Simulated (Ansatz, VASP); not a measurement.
# Si in VASP and in Ansatz

```
Si
1.0
    -3.32240    3.32240    3.32240
     3.32240   -3.32240    3.32240
     3.32240    3.32240   -3.32240
Si
8
Direct
  0.20184 0.20184 0.20184
  0.50000 0.00000 0.29816
  0.29816 0.50000 0.00000
  0.00000 0.29816 0.50000
  0.79816 0.79816 0.79816
  0.50000 0.00000 0.70184
  0.70184 0.50000 0.00000
  0.00000 0.70184 0.50000
```

Alike in both runs: functional r2SCAN; k mesh 8 × 8 × 8; occupations fermi-dirac, width 0.15 eV; no spin polarisation.

Ansatz relaxed the structure, and its values are those at the end. VASP's run is a single point on that final structure, the one shown.

|  | VASP | Ansatz |
| --- | --- | --- |
| version | VASP 6.6.1 | Ansatz 0.2.0 |
| potentials or method | VASP PAW PBE potentials, release 64 (Si), cutoff 520 eV | scalar-relativistic, plane waves, PAW |
| valence electrons in the cell | 32 | 32 |

VASP gave:

```
gap on the k mesh at the Fermi level (eV) : none
pressure (GPa)                            : -0.2
rms of the force components (eV/Å)        : 0.006
```

Q: Which values does Ansatz return?

A: gap on the k mesh at the Fermi level (eV): none; pressure (GPa): 0.0; rms of the force components (eV/Å): 0.000.

VASP's potentials were made for PBE, not for r2SCAN. A gap of «none» marks a metal or a gap that the smearing closes.
